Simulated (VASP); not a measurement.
Input of a VASP 6.6.1 run:

Contents of INCAR:

```
ALGO = Normal
EDIFF = 1E-6
ENCUT = 520
GGA = PS
ISIF = 2
ISMEAR = -1
LASPH = True
LCHARG = False
LREAL = False
LWAVE = False
NBANDS = 6
NELM = 100
PREC = Accurate
SIGMA = 0.13605693000000002
```

KPOINTS

```
k-points
0
Gamma
  18 18 18
```

POSCAR

```
H
1.0
   -0.9062324610      0.9062324610      0.9062324610
    0.9062324610     -0.9062324610      0.9062324610
    0.9062324610      0.9062324610     -0.9062324610
H
1
Direct
    0.0000000000      0.0000000000      0.0000000000
```

Potentials or basis: VASP PAW PBE potentials, release 64 (H).

Launch:

```sh
$ cat potpaw_PBE.64/H/POTCAR > POTCAR
$ mpirun -np 1 vasp_std > vasp.out
```

Task: Estimate the pressure.

Result: -2.8 GPa.

Caveat: the PAW data sets were made with another functional, which shifts forces and pressure a little.
